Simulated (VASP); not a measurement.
Runs of VASP 6.6.1 on BaTiO3. The structure is that of space group Pm-3m (No. 221), or close to it. The cells are those of the table. 

```tsv
task	level	potentials or basis	cell	cutoff (eV)	smearing	gap on the mesh (eV)	pressure (GPa)	relaxed volume (Å³/atom)
single point	PBEsol	VASP PAW PBE potentials, release 64 (Ba_sv, Ti_sv, O)	a = 3.970 Å, 5 atoms	520	fermi-dirac 0.02 eV	(b)	(a)	-
single point	LDA	VASP PAW LDA potentials, release 64 (Ba_sv, Ti_sv, O)	a = 3.994 Å, 5 atoms	520	gaussian 0.01 eV	1.67	-5.8	-
relaxation of cell and atoms	LDA	VASP PAW LDA potentials, release 64 (Ba_sv, Ti_sv, O)	relaxed from a = 4.019 Å, 5 atoms	600	fermi-dirac 0.02 eV	1.73	0.0	12.33
dielectric tensor	r2SCAN	VASP PAW PBE potentials, release 64 (Ba_sv, Ti_sv, O)	a = 3.994 Å, 5 atoms	520	gaussian 0.01 eV	2.15	-	-
relaxation of cell and atoms	PBEsol	VASP PAW PBE potentials, release 64 (Ba_sv, Ti_sv, O)	relaxed from a = 4.019 Å, 5 atoms	600	fermi-dirac 0.02 eV	1.73	0.0	12.64
```

Alike in all rows: no spin polarisation; k mesh 6 × 6 × 6.

Fill in the values left out.

(a) 2.0; (b) 1.74.

Caveats: spin-orbit coupling is left out, which moves the levels of the heavy elements; the PAW data sets were made with another functional, which shifts forces and pressure a little (at least some runs); the cell stands under tension (at least some runs).

A k mesh can miss the band edges, and the runs leave out spin-orbit coupling on Ba.
